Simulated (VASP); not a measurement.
Crystal: Fe.

```xyz
2
Lattice="-1.4984 0.0000 1.9651 1.4984 0.0000 1.9651 0.0000 3.8835 0.0000" Properties=species:S:1:pos:R:3 pbc="T T T"
Fe    0.0000    0.0000    0.0000
Fe    0.0000    1.9417    1.9651
```

Base run:

- Program: VASP 6.6.1
- Functional: r2SCAN
- Potentials or basis: VASP PAW PBE potentials, release 64 (Fe)
- Cutoff: 520 eV
- k mesh: 11 × 11 × 7
- Occupations: fermi-dirac, width 0.1 eV
- Spin: collinear spin, ferromagnetic start
- Starting moments: [3.0, 3.0] μB

Its results: pressure 5.4 GPa.

The run is repeated on the same cell with these changes: spin from collinear spin, ferromagnetic start to no spin polarisation; further incar settings from ALGO = Normal; EDIFF = 1e-06; NBANDS = 19 to ALGO = Normal; EDIFF = 1e-07; NBANDS = 15. What comes out?

Pressure -26.7 GPa.

Caveats: the PAW data sets were made with another functional, which shifts forces and pressure a little; the cell stands under pressure (at least some runs); the cell stands under tension (at least some runs).
